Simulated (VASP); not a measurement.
# Hf3H (Fm-3m) in VASP: a series of runs

Runs on Hf3H. Level: PBE. Tasks: single point.

All numbers are computed with VASP 6.6.1; they aren't measurements. Logs are shortened: lines on timing, memory, paths and dates and some standing lists are left out, and cuts for length are marked.

## Step 1: The cell of the first run

The structure is cubic, space group Fm-3m (No. 225). The conventional cell has a = 6.705 Å, b = 6.705 Å, c = 6.705 Å, α = 90.00°, β = 90.00°, γ = 90.00°. Within 3.8 Å of Hf (site symmetry m-3m) lie 8 Hf at 2.90 Å and 6 H at 3.35 Å. Hf (site symmetry -43m) has 10 Hf at 2.90 to 3.35 Å and 4 H at 2.90 Å within 3.8 Å. H (site symmetry m-3m) has 14 Hf at 2.90 to 3.35 Å within 3.8 Å.

## Step 2: Single point, PBE

Contents of INCAR:

```
SYSTEM = Hf3H
PREC = Accurate ; ENCUT = 500
EDIFF = 1E-6 ; ISMEAR = 0
SIGMA = 0.2 ; LREAL = .False.
LASPH = .True. ; NELM = 120
ALGO = Normal ; ISIF = 2
LWAVE = .False. ; LCHARG = .False.
GGA = PE ; NBANDS = 24
GGA_COMPAT = .False.
```

Contents of KPOINTS:

```
Automatic mesh
0
Gamma
  5 5 5
  0 0 0
```

Contents of POSCAR:

```
Hf3H
1.0
    0.0000000000      3.3523189749      3.3523189749
    3.3523189749      0.0000000000      3.3523189749
    3.3523189749      3.3523189749      0.0000000000
Hf H
3 1
Direct
    0.0000000000      0.0000000000      0.0000000000
    0.2500000000      0.2500000000      0.2500000000
    0.7500000000      0.7500000000      0.7500000000
    0.5000000000      0.5000000000      0.5000000000
```

Potentials or basis: VASP PAW PBE potentials, release 64 (Hf_pv, H).

The run is started by

```sh
$ cat potpaw_PBE.64/Hf_pv/POTCAR potpaw_PBE.64/H/POTCAR > POTCAR
$ mpirun -np 1 vasp_std > vasp.out
```

OUTCAR:

```text
SYSTEM = Hf3H
   PREC = Accurate
   ENCUT = 500
   EDIFF = 1E-6
   ISMEAR = 0
   LREAL = .False.
   LASPH = .True.
   NELM = 120
   ISIF = 2
   GGA = PE

 ion  position               nearest neighbor table
   1  0.000  0.000  0.000-   3 2.90   3 2.90   3 2.90   2 2.90   2 2.90   2 2.90   3 2.90   2 2.90

   2  0.250  0.250  0.250-   1 2.90   1 2.90   1 2.90   1 2.90   3 3.35   3 3.35   3 3.35   3 3.35
                             3 3.35   3 3.35
   3  0.750  0.750  0.750-   1 2.90   1 2.90   1 2.90   1 2.90   2 3.35   2 3.35   2 3.35   2 3.35
                             2 3.35   2 3.35
   4  0.500  0.500  0.500-

  LATTYP: Found a face centered cubic cell.
 ALAT       =     6.7046379498

  Lattice vectors:

 A1 = (   0.0000000000,   3.3523189749,   3.3523189749)
 A2 = (   3.3523189749,   0.0000000000,   3.3523189749)
 A3 = (   3.3523189749,   3.3523189749,   0.0000000000)

Analysis of symmetry for initial positions (statically):
=====================================================================
 Subroutine PRICEL returns:
 Original cell was already a primitive cell.

 Routine SETGRP: Setting up the symmetry group for a
 face centered cubic supercell.

 Subroutine GETGRP returns: Found 48 space group operations
 (whereof 48 operations were pure point group operations)
 out of a pool of 48 trial point group operations.

The static configuration has the point symmetry O_h .

Analysis of symmetry for dynamics (positions and initial velocities):
=====================================================================
 Subroutine PRICEL returns:
 Original cell was already a primitive cell.

 Routine SETGRP: Setting up the symmetry group for a
 face centered cubic supercell.

 Subroutine GETGRP returns: Found 48 space group operations
 (whereof 48 operations were pure point group operations)
 out of a pool of 48 trial point group operations.

The dynamic configuration has the point symmetry O_h .

 Subroutine INISYM returns: Found 48 space group operations
 (whereof 48 operations are pure point group operations),
 and found     1 'primitive' translations

----------------------------------------------------------------------------------------

                                     Primitive cell

  volume of cell :      75.3470

  direct lattice vectors                    reciprocal lattice vectors
     0.000000000  3.352318975  3.352318975    -0.149150485  0.149150485  0.149150485
     3.352318975  0.000000000  3.352318975     0.149150485 -0.149150485  0.149150485
     3.352318975  3.352318975  0.000000000     0.149150485  0.149150485 -0.149150485

  length of vectors
     4.740894960  4.740894960  4.740894960     0.258336217  0.258336217  0.258336217

  position of ions in fractional coordinates (direct lattice)
     0.000000000  0.000000000  0.000000000
     0.250000000  0.250000000  0.250000000
     0.750000000  0.750000000  0.750000000
     0.500000000  0.500000000  0.500000000

  ion indices of the primitive-cell ions
   primitive index   ion index
                 1           1
                 2           2
                 3           3
                 4           4

----------------------------------------------------------------------------------------

 KPOINTS: Automatic mesh

Automatic generation of k-mesh.
 Grid dimensions read from file:
 generate k-points for:    5    5    5

 Generating k-lattice:

  Cartesian coordinates                     Fractional coordinates (reciprocal lattice)
    -0.029830097  0.029830097  0.029830097     0.200000000  0.000000000  0.000000000
     0.029830097 -0.029830097  0.029830097     0.000000000  0.200000000  0.000000000
     0.029830097  0.029830097 -0.029830097     0.000000000  0.000000000  0.200000000

  Length of vectors
     0.051667243  0.051667243  0.051667243

  Shift w.r.t. Gamma in fractional coordinates (k-lattice)
     0.000000000  0.000000000  0.000000000

 Subroutine IBZKPT returns following result:
 ===========================================

 Found     10 irreducible k-points:

 Following reciprocal coordinates:
            Coordinates               Weight
  0.000000  0.000000  0.000000      1.000000
  0.200000  0.000000  0.000000      8.000000
  0.400000  0.000000  0.000000      8.000000
  0.200000  0.200000  0.000000      6.000000
  0.400000  0.200000  0.000000     24.000000
 -0.400000  0.200000  0.000000     24.000000
 -0.200000  0.200000  0.000000     12.000000
  0.400000  0.400000  0.000000      6.000000
 -0.400000  0.400000  0.000000     12.000000
 -0.400000  0.400000  0.200000     24.000000
   k-points           NKPTS =     10   k-points in BZ     NKDIM =     10   number of bands    NBANDS=     24
   number of dos      NEDOS =    301   number of ions     NIONS =      4
   total plane-waves  NPLWV =  46656
   dimension x,y,z NGX =    36 NGY =   36 NGZ =   36
   dimension x,y,z NGXF=    72 NGYF=   72 NGZF=   72
   ions per type =               3   1
   NGX,Y,Z   is equivalent  to a cutoff of  12.62, 12.62, 12.62 a.u.
   NGXF,Y,Z  is equivalent  to a cutoff of  25.25, 25.25, 25.25 a.u.
 SYSTEM =  Hf3H
   PREC   = accura    normal or accurate (medium, high low for compatibility)
   ISTART =      0    job   : 0-new  1-cont  2-samecut
   ICHARG =      2    charge: 1-file 2-atom 10-const
   ISPIN  =      1    spin polarized calculation?
   LNONCOLLINEAR =      F non collinear calculations
   LSORBIT =      F    spin-orbit coupling
   LASPH  =      T    aspherical Exc in radial PAW
   ENCUT  =  500.0 eV  36.75 Ry    6.06 a.u.   8.64  8.64  8.64*2*pi/ulx,y,z
   NELM   =    120;   NELMIN=  2; NELMDL= -5     # of ELM steps
   EDIFF  = 0.1E-05   stopping-criterion for ELM
   LREAL  =      F    real-space projection
   EDIFFG = 0.1E-04   stopping-criterion for IOM
   NSW    =      0    number of steps for IOM
   IBRION =     -1    ionic relax: 0-MD 1-quasi-New 2-CG
   NFREE  =      0    steps in history (QN), initial steepest desc. (CG)
   ISIF   =      2    stress and relaxation
   ISYM   =      2    0-nonsym 1-usesym 2-fastsym
   POTIM  = 0.5000    time-step for ionic-motion
   TEBEG  =    0.0;   TEEND  =   0.0 temperature during run
   PSTRESS=    0.0 pullay stress
   NELECT =      31.0000    total number of electrons
   NUPDOWN=      -1.0000    fix difference up-down
   EMIN   =  10.00;   EMAX   =-10.00  energy-range for DOS
   EFERMI =   0.00;   METHOD = LEGACY
   ISMEAR =     0;   SIGMA  =   0.20  broadening in eV -4-tet -1-fermi 0-gaus
   EFERMI_NEDOS =   21; number of points for ismear=-14 and -15
   IALGO  =     38    algorithm
   IMIX   =      4    mixing-type and parameters
     AMIX     =   0.40;   BMIX     =  1.00
     AMIX_MAG =   1.60;   BMIX_MAG =  1.00
  volume/ion in A,a.u.               =      18.84       127.12
  Fermi-wavevector in a.u.,A,eV,Ry     =   1.217606  2.300941 20.171508  1.482564
  Thomas-Fermi vector in A             =   2.352921
   LORBIT       =      0    0 simple, 1 ext, 2 COOP (PROOUT), +10 PAW based schemes
   GGA     = PE    functional components
   LHFCALC =     F    Hartree Fock is set to
   AEXX    =    0.0000 exact exchange contribution
   IVDW    =     0    specifies the selected vdW correction
   LEPSILON=     F    determine dielectric tensor
   LRPA    =     F    only Hartree local field effects (RPA)
 non-spin polarized calculation
 Gauss-broadening in eV      SIGMA  =   0.20
  energy-cutoff  :      500.00
  volume of cell :       75.35
 maximum number of plane-waves:      1924
   NGX = 17   NGY = 17   NGZ = 17

 number of electron      30.9999996 magnetization

 Free energy of the ion-electron system (eV)
  ---------------------------------------------------
  ext. energy  EPLUGINS =         0.00000000
  ---------------------------------------------------
  free energy    TOTEN  =       -29.44130600 eV

  energy without entropy =      -29.31421152  energy(sigma->0) =      -29.37775876

 E-fermi :   4.0730     XC(G=0): -10.8537

 val. band max:        3.9590992903   @ k =  -0.4000   0.4000   0.2000
 cond. band min:       4.0831068802   @ k =  -0.2000   0.2000   0.0000
 fundamental gap:      0.1240075898
 Fermi energy:         4.0729876543

 k-point     1 :       0.0000    0.0000    0.0000
  band No.  band energies     occupation
      1     -26.5499      2.00000
      2     -26.5499      2.00000
      3     -26.5499      2.00000
      4     -26.4909      2.00000
      5     -26.4909      2.00000
      6     -26.4909      2.00000
[... 16 lines left out ...]
     23       9.4059      0.00000
     24       9.4059      0.00000

 k-point     2 :       0.2000    0.0000    0.0000
  band No.  band energies     occupation
      1     -26.6212      2.00000
      2     -26.5862      2.00000
      3     -26.5862      2.00000
      4     -26.4689      2.00000
      5     -26.4689      2.00000
      6     -26.4029      2.00000
[... 16 lines left out ...]
     23       9.2227      0.00000
     24       9.2227      0.00000

 k-point     3 :       0.4000    0.0000    0.0000
  band No.  band energies     occupation
      1     -26.6244      2.00000
      2     -26.6244      2.00000
      3     -26.5973      2.00000
      4     -26.4535      2.00000
      5     -26.4535      2.00000
      6     -26.4290      2.00000
[... 16 lines left out ...]
     23       9.0839      0.00000
     24       9.0839      0.00000
[... 136 lines left out ...]
 k-point     9 :      -0.4000    0.4000    0.0000
  band No.  band energies     occupation
      1     -26.7574      2.00000
      2     -26.7564      2.00000
      3     -26.5880      2.00000
      4     -26.4108      2.00000
      5     -26.3489      2.00000
      6     -26.3080      2.00000
[... 16 lines left out ...]
     23       7.4551      0.00000
     24       8.6567      0.00000

 k-point    10 :      -0.4000    0.4000    0.2000
  band No.  band energies     occupation
      1     -26.7744      2.00000
      2     -26.6435      2.00000
      3     -26.6021      2.00000
      4     -26.4974      2.00000
      5     -26.3428      2.00000
      6     -26.3232      2.00000
[... 16 lines left out ...]
     23       8.4242      0.00000
     24       9.0395      0.00000

------------------------ aborting loop because EDIFF is reached ----------------------------------------

  FORCE on cell =-STRESS in cart. coord.  units (eV):
  Direction    XX          YY          ZZ          XY          YZ          ZX
  --------------------------------------------------------------------------------------
  -------------------------------------------------------------------------------------
  Total       -0.0122219     -0.0122219     -0.0122219      0.0000000     -0.0000000      0.0000000
  in kB       -0.2598869     -0.2598869     -0.2598869      0.0000000     -0.0000000      0.0000000
  external PRESSURE =      -0.2598869 kB  Pullay stress =       0.0000000 kB

 VOLUME and BASIS-vectors are now :
 -----------------------------------------------------------------------------
  energy-cutoff  :      500.00
  volume of cell :       75.35
      direct lattice vectors                 reciprocal lattice vectors
     0.000000000  3.352318975  3.352318975    -0.149150485  0.149150485  0.149150485
     3.352318975  0.000000000  3.352318975     0.149150485 -0.149150485  0.149150485
     3.352318975  3.352318975  0.000000000     0.149150485  0.149150485 -0.149150485

 POSITION                                       TOTAL-FORCE (eV/Angst)
 -----------------------------------------------------------------------------------
      0.00000      0.00000      0.00000         0.000000     -0.000000      0.000000
      1.67616      1.67616      1.67616         0.000000      0.000000     -0.000000
      5.02848      5.02848      5.02848        -0.000000     -0.000000      0.000000
      3.35232      3.35232      3.35232         0.000000     -0.000000     -0.000000
 -----------------------------------------------------------------------------------
    total drift:                                0.000000      0.000000      0.000000

  FREE ENERGIE OF THE ION-ELECTRON SYSTEM (eV)
  ---------------------------------------------------
  free  energy   TOTEN  =       -29.4413060008 eV

  energy  without entropy=      -29.3142115182  energy(sigma->0) =      -29.37775876
```

Wall time 36 s (1 thread of AMD EPYC 7R13, shared host); peak memory 0.18 GiB.

What came out:

- Free energy: -29.4413 eV
- Pressure: 0.0 GPa

Caveat: spin-orbit coupling is left out, which moves the levels of the heavy elements.

## Step 3: Single point, PBE

This run uses another cell than the first one, of 19.03 Å³/atom, 1.010 times its volume.

Contents of INCAR:

```
SYSTEM = Hf3H
PREC = Accurate
ENCUT = 500
EDIFF = 1E-6
ISMEAR = 0
SIGMA = 0.2
LREAL = .FALSE.
LASPH = .TRUE.
NELM = 120
ALGO = Normal
ISIF = 2
LWAVE = .FALSE.
LCHARG = .FALSE.
GGA = PE
NBANDS = 24
GGA_COMPAT = .FALSE.
```

Contents of KPOINTS:

```
Automatic mesh
0
G
  5 5 5
  0 0 0
```

Contents of POSCAR:

```
Hf3H
1.0
    0.0000000000      3.3635852149      3.3635852149
    3.3635852149      0.0000000000      3.3635852149
    3.3635852149      3.3635852149      0.0000000000
Hf H
3 1
Direct
    0.7500000000      0.7500000000      0.7500000000
    0.5000000000      0.5000000000      0.5000000000
    0.2500000000      0.2500000000      0.2500000000
    0.0000000000      0.0000000000      0.0000000000
```

Potentials or basis: VASP PAW PBE potentials, release 64 (Hf_pv, H).

The run is started by

```sh
$ cat potpaw_PBE.64/Hf_pv/POTCAR potpaw_PBE.64/H/POTCAR > POTCAR
$ mpirun -np 1 vasp_std > vasp.out
```

It took 56 s on 1 thread of AMD EPYC 7R13, shared host; peak memory 0.17 GiB.

Results (log left out):

| Quantity | Value |
| --- | --- |
| Free energy | -29.4394 eV |
| Pressure | -0.9 GPa |

Levels at points of the mesh, in eV from the Fermi level:
```csv
k point,band 12,band 13,band 14,band 15,band 16,band 17,band 18,band 19,band 20,band 21
"(0.00, 0.00, 0.00)",-2.08,-0.78,-0.78,-0.78,-0.19,0.28,0.28,0.28,4.37,4.37
```

Caveat: spin-orbit coupling is left out, which moves the levels of the heavy elements.
